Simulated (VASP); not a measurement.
The system is AlN.

```
CELL_PARAMETERS angstrom
0.00000 2.18488 2.18488
2.18488 0.00000 2.18488
2.18488 2.18488 0.00000
ATOMIC_POSITIONS crystal
Al 0.00000 0.00000 0.00000
N 0.25000 0.25000 0.25000
```

Base run:

```yaml
Program: VASP 6.6.1
Functional: r2SCAN
Potentials_or_basis: VASP PAW PBE potentials, release 64 (Al, N)
Cutoff: 520 eV
k_mesh: 8 × 8 × 8
Occupations: gaussian, width 0.01 eV
Spin: no spin polarisation
```

Its results: band gap on the k mesh 3.93 eV, indirect (least direct gap 4.88 eV); pressure -0.4 GPa.

**Question.** The run is repeated on the same cell with these changes: functional from r2SCAN to HSE06; k mesh from 8 × 8 × 8 to 4 × 4 × 4. What comes out?

**Answer.** Band gap on the k mesh 4.55 eV, indirect (least direct gap 5.56 eV); pressure -0.8 GPa.

Several settings changed at once, so the effect can't be laid on one alone.

Caveats: some runs use coarse meshes; the PAW data sets were made with another functional, which shifts forces and pressure a little.

A k mesh can miss the band edges.
